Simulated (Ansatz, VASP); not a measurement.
# One calculation of TiSiTe3, two programs

```
Ti Si Te
1.0
     4.50533    0.00000    0.00000
    -2.25267    3.90173    0.00000
     0.00000    0.00000    8.08280
Ti Si Te
1 1 3
Direct
  0.33333 0.66667 0.00000
  0.00000 0.00000 0.50000
  0.66667 0.33333 0.28960
  0.66667 0.33333 0.71040
  0.00000 0.00000 0.00000
```

Change from the starting cell: species swapped into the GaFe3As type (P-6m2, No. 187).

Alike in both runs: functional PBE; k mesh 6 × 6 × 4; occupations gaussian, width 0.1 eV; no spin polarisation.

Ansatz relaxed the structure, and its values are those at the end. VASP's run is a single point on that final structure, the one shown.

```csv
,VASP,Ansatz
version,VASP 6.6.1,Ansatz 0.2.0
potentials or method,"VASP PAW PBE potentials, release 64 (Ti_sv, Si, Te), cutoff 520 eV","scalar-relativistic, plane waves, PAW"
valence electrons in the cell,34,64
```

```tsv
	VASP	Ansatz	Ansatz less VASP
gap on the k mesh at the Fermi level (eV)	none	none	-
pressure (GPa)	-0.1	-0.1	0.00
```

A gap of «none» marks a metal or a gap that the smearing closes. VASP's potentials hold 34 valence electrons a cell and Ansatz's 64, so a difference there can come from the potentials and not from the codes.

Neither program's run includes spin-orbit coupling.
